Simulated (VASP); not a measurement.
# TiN (rocksalt type) (Fm-3m) in VASP: notebook

The runs below take TiN (rocksalt type) through single point, with PBE.

Program: VASP 6.6.1. These are calculated values, not measurements. Logs are shortened: lines on timing, memory, paths and dates and some standing lists are left out, and cuts for length are marked.

## 1. The cell of the first run

Symmetry: Fm-3m, No. 225, cubic system. The conventional cell has a = 4.161 Å, b = 4.161 Å, c = 4.161 Å, α = 90.00°, β = 90.00°, γ = 90.00°. Within 2.8 Å of Ti (site symmetry m-3m) lie 6 N at 2.08 Å. N (site symmetry m-3m) has 6 Ti at 2.08 Å within 2.8 Å.

## 2. Single point, PBE (9.01 Å³/atom)

INCAR

```
SYSTEM = TiN
ALGO = Normal
EDIFF = 1E-6
ENCUT = 520
GGA = PE
ISIF = 2
ISMEAR = -1
LASPH = .True.
LCHARG = .True.
LELF = .True.
LREAL = .False.
LVHAR = .True.
LWAVE = .False.
NBANDS = 16
NELM = 100
PREC = Accurate
SIGMA = 0.1
```

KPOINTS

```
k-points
0
Gamma
  15 15 15
  0 0 0
```

POSCAR

```
TiN
1.0
    0.0000000000      2.0804728265      2.0804728265
    2.0804728265      0.0000000000      2.0804728265
    2.0804728265      2.0804728265      0.0000000000
Ti N
1 1
Direct
    0.0000000000      0.0000000000      0.0000000000
    0.5000000000      0.5000000000      0.5000000000
```

Potentials or basis: VASP PAW PBE potentials, release 64 (Ti_sv, N).

Launch:

```
cat potpaw_PBE.64/Ti_sv/POTCAR potpaw_PBE.64/N/POTCAR > POTCAR
mpirun -np 1 vasp_std > vasp.out
```

OUTCAR:

```text
SYSTEM = TiN
   EDIFF = 1E-6
   ENCUT = 520
   GGA = PE
   ISIF = 2
   ISMEAR = -1
   LASPH = .True.
   LREAL = .False.
   NELM = 100
   PREC = Accurate

 ion  position               nearest neighbor table
   1  0.000  0.000  0.000-   2 2.08   2 2.08   2 2.08   2 2.08   2 2.08   2 2.08
   2  0.500  0.500  0.500-   1 2.08   1 2.08   1 2.08   1 2.08   1 2.08   1 2.08

  LATTYP: Found a face centered cubic cell.
 ALAT       =     4.1609456530

  Lattice vectors:

 A1 = (   0.0000000000,   2.0804728265,   2.0804728265)
 A2 = (   2.0804728265,   0.0000000000,   2.0804728265)
 A3 = (   2.0804728265,   2.0804728265,   0.0000000000)

Analysis of symmetry for initial positions (statically):
=====================================================================
 Subroutine PRICEL returns:
 Original cell was already a primitive cell.

 Routine SETGRP: Setting up the symmetry group for a
 face centered cubic supercell.

 Subroutine GETGRP returns: Found 48 space group operations
 (whereof 48 operations were pure point group operations)
 out of a pool of 48 trial point group operations.

The static configuration has the point symmetry O_h .

Analysis of symmetry for dynamics (positions and initial velocities):
=====================================================================
 Subroutine PRICEL returns:
 Original cell was already a primitive cell.

 Routine SETGRP: Setting up the symmetry group for a
 face centered cubic supercell.

 Subroutine GETGRP returns: Found 48 space group operations
 (whereof 48 operations were pure point group operations)
 out of a pool of 48 trial point group operations.

The dynamic configuration has the point symmetry O_h .

 Subroutine INISYM returns: Found 48 space group operations
 (whereof 48 operations are pure point group operations),
 and found     1 'primitive' translations

----------------------------------------------------------------------------------------

                                     Primitive cell

  volume of cell :      18.0101

  direct lattice vectors                    reciprocal lattice vectors
     0.000000000  2.080472826  2.080472826    -0.240329983  0.240329983  0.240329983
     2.080472826  0.000000000  2.080472826     0.240329983 -0.240329983  0.240329983
     2.080472826  2.080472826  0.000000000     0.240329983  0.240329983 -0.240329983

  length of vectors
     2.942232887  2.942232887  2.942232887     0.416263742  0.416263742  0.416263742

  position of ions in fractional coordinates (direct lattice)
     0.000000000  0.000000000  0.000000000
     0.500000000  0.500000000  0.500000000

  ion indices of the primitive-cell ions
[... 72 lines left out ...]
   LASPH  =      T    aspherical Exc in radial PAW
   ENCUT  =  520.0 eV  38.22 Ry    6.18 a.u.   5.47  5.47  5.47*2*pi/ulx,y,z
   NELM   =    100;   NELMIN=  2; NELMDL= -5     # of ELM steps
   EDIFF  = 0.1E-05   stopping-criterion for ELM
   LREAL  =      F    real-space projection
   EDIFFG = 0.1E-04   stopping-criterion for IOM
   NSW    =      0    number of steps for IOM
   IBRION =     -1    ionic relax: 0-MD 1-quasi-New 2-CG
   NFREE  =      0    steps in history (QN), initial steepest desc. (CG)
   ISIF   =      2    stress and relaxation
   ISYM   =      2    0-nonsym 1-usesym 2-fastsym
   POTIM  = 0.5000    time-step for ionic-motion
   TEBEG  =    0.0;   TEEND  =   0.0 temperature during run
   PSTRESS=    0.0 pullay stress
   NELECT =      17.0000    total number of electrons
   NUPDOWN=      -1.0000    fix difference up-down
   EMIN   =  10.00;   EMAX   =-10.00  energy-range for DOS
   EFERMI =   0.00;   METHOD = LEGACY
   ISMEAR =    -1;   SIGMA  =   0.10  broadening in eV -4-tet -1-fermi 0-gaus
   EFERMI_NEDOS =   21; number of points for ismear=-14 and -15
   IALGO  =     38    algorithm
   IMIX   =      4    mixing-type and parameters
     AMIX     =   0.40;   BMIX     =  1.00
     AMIX_MAG =   1.60;   BMIX_MAG =  1.00
  volume/ion in A,a.u.               =       9.01        60.77
  Fermi-wavevector in a.u.,A,eV,Ry     =   1.605902  3.034715 35.088362  2.578922
  Thomas-Fermi vector in A             =   2.702175
   LORBIT       =      0    0 simple, 1 ext, 2 COOP (PROOUT), +10 PAW based schemes
   GGA     = PE    functional components
   LHFCALC =     F    Hartree Fock is set to
   AEXX    =    0.0000 exact exchange contribution
   IVDW    =     0    specifies the selected vdW correction
   LEPSILON=     F    determine dielectric tensor
   LRPA    =     F    only Hartree local field effects (RPA)
 non-spin polarized calculation
  energy-cutoff  :      520.00
  volume of cell :       18.01
 maximum number of plane-waves:       531
 NGX is ok and might be reduce to    24
   NGX = 11   NGY = 11   NGZ = 11

 number of electron      16.9999998 magnetization

 Free energy of the ion-electron system (eV)
  ---------------------------------------------------
  ext. energy  EPLUGINS =         0.00000000
  ---------------------------------------------------
  free energy    TOTEN  =       -19.57984636 eV

  energy without entropy =      -19.55396561  energy(sigma->0) =      -19.56690598

 E-fermi :  12.2384     XC(G=0): -13.3417

 val. band max:       12.2147327682   @ k =  -0.4667   0.2667   0.0667
 cond. band min:      12.2813365222   @ k =   0.1333   0.0000   0.0000
 fundamental gap:      0.0666037540
 Fermi energy:        12.2384046065

 k-point     1 :       0.0000    0.0000    0.0000
  band No.  band energies     occupation
      1     -45.5395      2.00000
      2     -21.4721      2.00000
      3     -21.4721      2.00000
      4     -21.4721      2.00000
      5      -5.2107      2.00000
      6      10.1284      2.00000
[... 433 lines left out ...]
      3     -21.5336      2.00000
      4     -21.5253      2.00000
      5      -4.4712      2.00000
      6       6.9706      2.00000
[... 8 lines left out ...]
     15      26.1847      0.00000
     16      31.0730      0.00000

 [... further k-points ...]
[... 5 lines left out ...]
  --------------------------------------------------------------------------------------
  -------------------------------------------------------------------------------------
  Total        2.2444195      2.2444195      2.2444195      0.0000000      0.0000000     -0.0000000
  in kB      199.6634085    199.6634085    199.6634085      0.0000000      0.0000000     -0.0000000
  external PRESSURE =     199.6634085 kB  Pullay stress =       0.0000000 kB

 VOLUME and BASIS-vectors are now :
 -----------------------------------------------------------------------------
  energy-cutoff  :      520.00
  volume of cell :       18.01
      direct lattice vectors                 reciprocal lattice vectors
     0.000000000  2.080472826  2.080472826    -0.240329983  0.240329983  0.240329983
     2.080472826  0.000000000  2.080472826     0.240329983 -0.240329983  0.240329983
     2.080472826  2.080472826  0.000000000     0.240329983  0.240329983 -0.240329983

 POSITION                                       TOTAL-FORCE (eV/Angst)
 -----------------------------------------------------------------------------------
      0.00000      0.00000      0.00000        -0.000000      0.000000      0.000000
      2.08047      2.08047      2.08047         0.000000      0.000000     -0.000000
 -----------------------------------------------------------------------------------
    total drift:                                0.000000     -0.000000     -0.000000

  FREE ENERGIE OF THE ION-ELECTRON SYSTEM (eV)
  ---------------------------------------------------
  free  energy   TOTEN  =       -19.5798463572 eV

  energy  without entropy=      -19.5539656106  energy(sigma->0) =      -19.56690598
```

OSZICAR:

```text
N       E                     dE             d eps       ncg     rms          rms(c)
DAV:   1     0.133883691047E+03    0.13388E+03   -0.82271E+03  3840   0.128E+03
DAV:   2    -0.170323081132E+02   -0.15092E+03   -0.14147E+03  4288   0.351E+02
DAV:   3    -0.244991095358E+02   -0.74668E+01   -0.74148E+01  4688   0.814E+01
DAV:   4    -0.246705678136E+02   -0.17146E+00   -0.17129E+00  4848   0.116E+01
DAV:   5    -0.246743813330E+02   -0.38135E-02   -0.38135E-02  4456   0.155E+00    0.196E+01
DAV:   6    -0.198801429354E+02    0.47942E+01   -0.12397E+01  5072   0.546E+01    0.700E+00
DAV:   7    -0.196054398738E+02    0.27470E+00   -0.14553E+00  4464   0.154E+01    0.548E+00
DAV:   8    -0.197489324496E+02   -0.14349E+00   -0.77525E-01  5584   0.132E+01    0.563E+00
DAV:   9    -0.195876458154E+02    0.16129E+00   -0.21765E-01  4536   0.747E+00    0.155E+00
DAV:  10    -0.195821841453E+02    0.54617E-02   -0.28807E-02  4752   0.197E+00    0.331E-01
DAV:  11    -0.195798453579E+02    0.23388E-02   -0.41370E-03  5288   0.700E-01    0.132E-01
DAV:  12    -0.195798756781E+02   -0.30320E-04   -0.39811E-04  4032   0.215E-01    0.683E-02
DAV:  13    -0.195798514833E+02    0.24195E-04   -0.13609E-04  4576   0.188E-01    0.184E-02
DAV:  14    -0.195798469337E+02    0.45496E-05   -0.83440E-06  4568   0.353E-02    0.890E-03
DAV:  15    -0.195798463572E+02    0.57651E-06   -0.22225E-06  4552   0.144E-02
   1 F= -.19579846E+02 E0= -.19566906E+02  d E =-.258807E-01
```

stdout:

```text
POSCAR found type information on POSCAR TiN
 POSCAR found :  2 types and       2 ions
 scaLAPACK will be used
 LDA part: xc-table for (Slater+PW92), standard interpolation
 POSCAR, INCAR and KPOINTS ok, starting setup
 FFT: planning ... GRIDC
 FFT: planning ... GRID_SOFT
 FFT: planning ... GRID
 WAVECAR not read
 entering main loop
```

It took 46 s on 1 thread of Intel Xeon 8259CL, shared host; peak memory 0.17 GiB.

What came out:

| Quantity | Value |
| --- | --- |
| Free energy | -19.5798 eV |
| Pressure | 20.0 GPa |
| Band gap on the k mesh | zero (an odd number of electrons rules out a gap without spin polarisation) |

Caveat: the cell stands under pressure.

(Part 1 of 2 ends here.)
